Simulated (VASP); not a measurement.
# Cl (P6_3/mmc) in VASP: single point with PBEsol

Aim: the single point of Cl with PBEsol.

Program: VASP 6.6.1. These are calculated values, not measurements. Logs are shortened: lines on timing, memory, paths and dates and some standing lists are left out, and cuts for length are marked.

**1. The cell of the first run**

It takes space group P6_3/mmc (No. 194, hexagonal). Conventional cell: a = 2.197 Å, b = 2.197 Å, c = 3.861 Å, α = 90.00°, β = 90.00°, γ = 120.00°. Within 2.9 Å of Cl (site symmetry -6m2) lie 12 Cl at 2.20 to 2.31 Å.

**2. Single point, PBEsol**

The input, INCAR:

```
SYSTEM = Cl
PREC = Accurate ; ENCUT = 520
EDIFF = 1E-7 ; ISMEAR = -1
SIGMA = 0.1 ; LREAL = .FALSE.
LASPH = .TRUE. ; NELM = 100
ALGO = Normal ; ISIF = 2
LWAVE = .FALSE. ; LCHARG = .FALSE.
GGA = PS ; NBANDS = 14
```

The input, KPOINTS:

```
regular mesh
0
G
  19 19 10
  0 0 0
```

The input, POSCAR:

```
Cl
1.0
    2.1967292087      0.0000000000      0.0000000000
   -1.0983646043      1.9024233000      0.0000000000
    0.0000000000      0.0000000000      3.8614282127
Cl
2
Direct
    0.3333333333      0.6666666667      0.2500000000
    0.6666666667      0.3333333333      0.7500000000
```

Potentials or basis: VASP PAW PBE potentials, release 64 (Cl).

The run is started by

```console
$ cat potpaw_PBE.64/Cl/POTCAR > POTCAR
$ mpirun -np 1 vasp_std > vasp.out
```

OUTCAR:

```text
SYSTEM = Cl
   PREC = Accurate
   ENCUT = 520
   EDIFF = 1E-7
   ISMEAR = -1
   LREAL = .FALSE.
   LASPH = .TRUE.
   NELM = 100
   ISIF = 2
   GGA = PS

 ion  position               nearest neighbor table
   1  0.333  0.667  0.250-   2 2.31   2 2.31   2 2.31   2 2.31   2 2.31   2 2.31
   2  0.667  0.333  0.750-   1 2.31   1 2.31   1 2.31   1 2.31   1 2.31   1 2.31

  LATTYP: Found a hexagonal cell.
 ALAT       =     2.1967292087
 C/A-ratio  =     1.7578080163

  Lattice vectors:

 A1 = (   2.1967292087,   0.0000000000,   0.0000000000)
 A2 = (  -1.0983646043,   1.9024233000,   0.0000000000)
 A3 = (   0.0000000000,   0.0000000000,   3.8614282127)

Analysis of symmetry for initial positions (statically):
=====================================================================
 Subroutine PRICEL returns:
 Original cell was already a primitive cell.

 Routine SETGRP: Setting up the symmetry group for a
 hexagonal supercell.

 Subroutine GETGRP returns: Found 24 space group operations
 (whereof 12 operations were pure point group operations)
 out of a pool of 24 trial point group operations.

The static configuration has the point symmetry D_3d.
 The point group associated with its full space group is D_6h.

Analysis of symmetry for dynamics (positions and initial velocities):
=====================================================================
 Subroutine PRICEL returns:
 Original cell was already a primitive cell.

 Routine SETGRP: Setting up the symmetry group for a
 hexagonal supercell.

 Subroutine GETGRP returns: Found 24 space group operations
 (whereof 12 operations were pure point group operations)
 out of a pool of 24 trial point group operations.

The dynamic configuration has the point symmetry D_3d.
 The point group associated with its full space group is D_6h.

 Subroutine INISYM returns: Found 24 space group operations
 (whereof 12 operations are pure point group operations),
 and found     1 'primitive' translations

----------------------------------------------------------------------------------------

                                     Primitive cell

  volume of cell :      16.1373

  direct lattice vectors                    reciprocal lattice vectors
     2.196729209  0.000000000  0.000000000     0.455222244  0.262822685  0.000000000
    -1.098364604  1.902423300  0.000000000     0.000000000  0.525645370  0.000000000
     0.000000000  0.000000000  3.861428213     0.000000000  0.000000000  0.258971537
[... 92 lines left out ...]
   POTIM  = 0.5000    time-step for ionic-motion
   TEBEG  =    0.0;   TEEND  =   0.0 temperature during run
   PSTRESS=    0.0 pullay stress
   NELECT =      14.0000    total number of electrons
   NUPDOWN=      -1.0000    fix difference up-down
   EMIN   =  10.00;   EMAX   =-10.00  energy-range for DOS
   EFERMI =   0.00;   METHOD = LEGACY
   ISMEAR =    -1;   SIGMA  =   0.10  broadening in eV -4-tet -1-fermi 0-gaus
   EFERMI_NEDOS =   21; number of points for ismear=-14 and -15
   IALGO  =     38    algorithm
   IMIX   =      4    mixing-type and parameters
     AMIX     =   0.40;   BMIX     =  1.00
     AMIX_MAG =   1.60;   BMIX_MAG =  1.00
  volume/ion in A,a.u.               =       8.07        54.45
  Fermi-wavevector in a.u.,A,eV,Ry     =   1.561374  2.950569 33.169493  2.437889
  Thomas-Fermi vector in A             =   2.664449
   LORBIT       =      0    0 simple, 1 ext, 2 COOP (PROOUT), +10 PAW based schemes
   GGA     = PS    functional components
   LHFCALC =     F    Hartree Fock is set to
   AEXX    =    0.0000 exact exchange contribution
   IVDW    =     0    specifies the selected vdW correction
   LEPSILON=     F    determine dielectric tensor
   LRPA    =     F    only Hartree local field effects (RPA)
 non-spin polarized calculation
  energy-cutoff  :      520.00
  volume of cell :       16.14
 maximum number of plane-waves:       450
   NGX =  9   NGY =  9   NGZ = 15

 number of electron      13.9999999 magnetization

 Free energy of the ion-electron system (eV)
  ---------------------------------------------------
  ext. energy  EPLUGINS =         0.00000000
  ---------------------------------------------------
  free energy    TOTEN  =         6.41674365 eV

  energy without entropy =        6.44427836  energy(sigma->0) =        6.43051101

 E-fermi :  19.4944     XC(G=0): -14.8959

 val. band max:       19.4833989948   @ k =   0.0526   0.0000   0.2000
 cond. band min:      19.4949685969   @ k =   0.2632   0.2105   0.3000
 fundamental gap:      0.0115696021
 Fermi energy:        19.4943930260

 k-point     1 :       0.0000    0.0000    0.0000
  band No.  band energies     occupation
      1      -8.4483      2.00000
      2      -1.4120      2.00000
      3       3.2726      2.00000
      4      22.3369      0.00000
      5      22.6263      0.00000
      6      22.6263      0.00000
      7      24.6578      0.00000
      8      24.6578      0.00000
      9      29.7396      0.00000
     10      32.6041      0.00000
     11      32.8630      0.00000
     12      32.8630      0.00000
     13      35.0077      0.00000
     14      35.0077      0.00000
[... 377 lines left out ...]
      1      -3.0704      2.00000
      2       3.5212      2.00000
      3       7.1437      2.00000
      4       8.3304      2.00000
      5      12.7416      2.00000
      6      14.7442      2.00000
      7      17.5203      2.00000
      8      19.6204      0.44185
      9      26.9411      0.00000
     10      27.2188      0.00000
     11      32.0811      0.00000
     12      33.2892      0.00000
     13      36.7132      0.00000
     14      38.4249      0.00000

 [... further k-points ...]

------------------------ aborting loop because EDIFF is reached ----------------------------------------

  FORCE on cell =-STRESS in cart. coord.  units (eV):
  Direction    XX          YY          ZZ          XY          YZ          ZX
  --------------------------------------------------------------------------------------
  -------------------------------------------------------------------------------------
  Total       26.9675722     26.9675722     27.0375237      0.0000000      0.0000000      0.0000000
  in kB     2677.4464069   2677.4464070   2684.3914684      0.0000001      0.0000000      0.0000000
  external PRESSURE =    2679.7614274 kB  Pullay stress =       0.0000000 kB

 VOLUME and BASIS-vectors are now :
 -----------------------------------------------------------------------------
  energy-cutoff  :      520.00
  volume of cell :       16.14
      direct lattice vectors                 reciprocal lattice vectors
     2.196729209  0.000000000  0.000000000     0.455222244  0.262822685  0.000000000
    -1.098364604  1.902423300  0.000000000     0.000000000  0.525645370  0.000000000
     0.000000000  0.000000000  3.861428213     0.000000000  0.000000000  0.258971537

 POSITION                                       TOTAL-FORCE (eV/Angst)
 -----------------------------------------------------------------------------------
     -0.00000      1.26828      0.96536         0.000000      0.000000      0.000000
      1.09836      0.63414      2.89607        -0.000000      0.000000      0.000000
 -----------------------------------------------------------------------------------
    total drift:                               -0.000000      0.000000      0.000000

  FREE ENERGIE OF THE ION-ELECTRON SYSTEM (eV)
  ---------------------------------------------------
  free  energy   TOTEN  =         6.4167436505 eV

  energy  without entropy=        6.4442783603  energy(sigma->0) =        6.43051101
```

OSZICAR:

```text
N       E                     dE             d eps       ncg     rms          rms(c)
DAV:   1     0.704656592334E+02    0.70466E+02   -0.76035E+03  6760   0.980E+02
DAV:   2     0.840750124665E+01   -0.62058E+02   -0.57004E+02  9524   0.192E+02
DAV:   3     0.638835923743E+01   -0.20191E+01   -0.20042E+01  8550   0.338E+01
DAV:   4     0.638073772671E+01   -0.76215E-02   -0.76202E-02  7816   0.249E+00
DAV:   5     0.638069962938E+01   -0.38097E-04   -0.38097E-04  8556   0.164E-01    0.521E+01
DAV:   6     0.640894258346E+01    0.28243E-01   -0.18439E-02  7416   0.980E-01    0.310E+01
DAV:   7     0.641612563145E+01    0.71830E-02   -0.27184E-02  7728   0.120E+00    0.486E-01
DAV:   8     0.641672505079E+01    0.59942E-03   -0.13193E-03  7674   0.280E-01    0.118E-01
DAV:   9     0.641674347068E+01    0.18420E-04   -0.84260E-05  8652   0.671E-02    0.494E-02
DAV:  10     0.641674332709E+01   -0.14359E-06   -0.42874E-06  7710   0.157E-02    0.192E-02
DAV:  11     0.641674363660E+01    0.30951E-06   -0.92953E-08  6068   0.279E-03    0.624E-04
DAV:  12     0.641674365049E+01    0.13893E-07   -0.43943E-09  4362   0.633E-04
   1 F= 0.64167437E+01 E0= 0.64305110E+01  d E =-.275347E-01
```

Wall time 17 s (1 thread of Intel Xeon Platinum 8488C (Sapphire Rapids), shared host); peak memory 0.15 GiB.

What came out:

```yaml
Free_energy: 6.4167 eV
Pressure: 268.0 GPa
Band_gap_on_the_k_mesh: zero (band 7 reaches 24.66 eV, above the bottom of band 8 at 14.17 eV)
```

Caveat: the PAW data sets were made with another functional, which shifts forces and pressure a little.
